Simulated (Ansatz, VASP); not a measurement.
**One calculation of SnO2, two programs**

The input INCAR:

```
ALGO = Normal ; EDIFF = 1E-6
ENCUT = 520 ; GGA = PE
ISIF = 2 ; ISMEAR = 0
LASPH = T ; LCHARG = F
LREAL = F ; LWAVE = F
NBANDS = 35 ; NELM = 80
PREC = Accurate ; SIGMA = 0.02
```

The input KPOINTS:

```
k-points
0
Gamma
  6 6 8
```

POSCAR

```
SnO2
1.0
    4.6130822506      0.0000000000      0.0000000000
    0.0000000000      4.6130822506      0.0000000000
    0.0000000000      0.0000000000      3.1729244516
Sn O
2 4
Direct
    0.5000000000      0.5000000000      0.5000000000
    0.0000000000      0.0000000000      0.0000000000
    0.1947067631      0.8052932369      0.5000000000
    0.8052932369      0.1947067631      0.5000000000
    0.3052932369      0.3052932369      0.0000000000
    0.6947067631      0.6947067631      0.0000000000
```

Input for Ansatz:

```yaml
crystal:
  lattice:
    - [4.6130822506, 0.0, 0.0]
    - [0.0, 4.6130822506, 0.0]
    - [0.0, 0.0, 3.1729244516]
  atoms:
    - { symbol: Sn, position: [0.5, 0.5, 0.5] }
    - { symbol: Sn, position: [0.0, 0.0, 0.0] }
    - { symbol: O, position: [0.1947067631, 0.8052932369, 0.5] }
    - { symbol: O, position: [0.8052932369, 0.1947067631, 0.5] }
    - { symbol: O, position: [0.3052932369, 0.3052932369, 0.0] }
    - { symbol: O, position: [0.6947067631, 0.6947067631, 0.0] }
basis:
  ecutwfc: 420
kpoints:
  mp_grid: { grid: [6, 6, 8] }
  band_path: { path: [VBM, CBM], npoints: 2 }
hamiltonian:
  xc: pbe
scf:
  occupations: { method: gaussian, width: 0.02 }
output:
  forces: true
  stress: true
  eigenvalues: true
checkpoint:
  read: start.run
  write: ck
  compress: false
  write_wavefunctions: false
  write_every: 100000
```

Alike in both runs: task single point; functional PBE; k mesh 6 × 6 × 8; occupations gaussian, width 0.02 eV; no spin polarisation.

```csv
,VASP,Ansatz
version,VASP 6.6.1,Ansatz 0.2.0
potentials or method,"VASP PAW PBE potentials, release 64 (Sn_d, O), cutoff 520 eV","scalar-relativistic, plane waves, PAW"
valence electrons in the cell,52,52
```

```tsv
	VASP	Ansatz	Ansatz less VASP
gap on the k mesh at the Fermi level (eV)	1.87	1.88	+0.007
least direct gap on the mesh (eV)	1.87	1.88	+0.007
pressure (GPa)	25.8	25.0	-0.78
traceless stress, the component that is largest in VASP (GPa)	0.23	0.00	-0.226
rms of the force components (eV/Å)	0.006	0.000	-0.0064
```

Atom by atom the forces differ by 0.006 eV/Å (rms over components).
